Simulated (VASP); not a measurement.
Wanted: the native input for a VASP 6.6.1 run.

```
Task                   : relaxation of cell and atoms
Functional             : PBE
Potentials or basis    : VASP PAW PBE potentials, release 64 (Os)
Cutoff                 : 600 eV
k mesh                 : 11 × 11 × 6
Occupations            : fermi-dirac, width 0.05 eV
Spin                   : no spin polarisation
Dipole correction      : no
Further INCAR settings : ALGO = Normal; EDIFF = 1e-06; IBRION = 2; EDIFFG = -0.005; NSW = 80; ISIF = 3
```

The structure of Os lies in POSCAR:

```
Os
1.0
    2.7341000000      0.0000000000      0.0000000000
   -1.3670500000      2.3678000565      0.0000000000
    0.0000000000      0.0000000000      4.3197000000
Os
2
Direct
    0.6666666667      0.3333333333      0.7500000000
    0.3333333333      0.6666666667      0.2500000000
```

These files were run (other wordings do the same):

INCAR

```
SYSTEM = Os
ALGO = Normal
EDIFF = 1E-6
EDIFFG = -0.005
ENCUT = 600
GGA = PE
IBRION = 2
ISIF = 3
ISMEAR = -1
LASPH = .True.
LCHARG = .False.
LREAL = .False.
LWAVE = .False.
NELM = 100
NSW = 80
PREC = Accurate
SIGMA = 0.05
```

KPOINTS

```
k-points
0
Gamma
  11 11 6
  0 0 0
```

Potentials or basis: VASP PAW PBE potentials, release 64 (Os).

Run with:

```console
$ cat potpaw_PBE.64/Os/POTCAR > POTCAR
$ mpirun -np 1 vasp_std > vasp.out
```

Results of the run:

```yaml
Relaxed_volume: 14.28 Å³/atom
Relaxed_cell: a = 2.754 Å, b = 2.754 Å, c = 4.348 Å, α = 90.00°, β = 90.00°, γ = 120.00°
Space_group_after_relaxing_to_0.1_Å: P6_3/mmc (No. 194)
Energy_gained_by_relaxing: 8.1 meV/atom
Ionic_steps: 9
Pressure_after_relaxing: 0.0 GPa
Band_gap_on_the_k_mesh: zero (bands 8 and 9 overlap by 3.76 eV)
```

Caveat: spin-orbit coupling is left out, which moves the levels of the heavy elements.

Wall time 2.5 min on 1 thread of Intel Xeon 8259CL (shared host), peak memory 0.18 GiB.
